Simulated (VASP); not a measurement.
**Cu: single point with PBE**

Crystal: Cu.

```
Cu
1.0
     0.01588    1.81487    1.81487
     1.81487    0.01588    1.81487
     1.83075    1.83075    0.00000
Cu
1
Direct
  0.00000 0.00000 0.00000
```

This cell differs from its parent crystal: strain +0.0175 x Voigt [0, 0, 0, 0, 0, 1].

```yaml
Program: VASP 6.6.1
Task: single point
Functional: PBE
Potentials_or_basis: VASP PAW PBE potentials, release 64 (Cu)
Cutoff: 520 eV
k_mesh: 28 × 28 × 28
Occupations: gaussian, width 0.15 eV
Spin: no spin polarisation
Dipole_correction: no
Further_INCAR_settings: ALGO = Fast; EDIFF = 1e-06; NBANDS = 12
```

```
Pressure               : 0.5 GPa
Band gap on the k mesh : zero (an odd number of electrons rules out a gap without spin polarisation)
```

Stress tensor (GPa, compression positive):
```
 0.58 -1.46  0.00
-1.46  0.58  0.00
 0.00  0.00  0.48
```

Levels at points of the mesh, in eV from the Fermi level:
| k point | band 3 | band 4 | band 5 | band 6 | band 7 | band 8 | band 9 | band 10 |
| --- | --- | --- | --- | --- | --- | --- | --- | --- |
| (0.00, 0.00, 0.00) | -3.02 | -2.97 | -2.20 | -2.20 | 22.43 | 24.60 | 25.07 | 25.46 |
| (0.50, 0.00, 0.00) | -3.01 | -1.66 | -1.62 | -0.91 | 3.80 | 20.82 | 21.56 | 21.84 |
| (0.50, 0.50, 0.00) | -1.67 | -1.51 | -1.50 | 1.49 | 7.01 | 12.56 | 13.38 | 17.38 |
| (0.00, 0.00, 0.50) | -3.00 | -1.67 | -1.64 | -1.06 | 3.56 | 21.06 | 21.97 | 22.18 |
| (0.50, 0.00, 0.50) | -1.67 | -1.51 | -1.50 | 1.49 | 7.01 | 12.97 | 12.97 | 17.43 |

Wall time 9.1 min on 1 thread of Intel Xeon 8259CL, on a shared host, peak memory 0.51 GiB.

Caveat: the cell differs from its parent crystal (strain +0.0175 x Voigt [0, 0, 0, 0, 0, 1]).
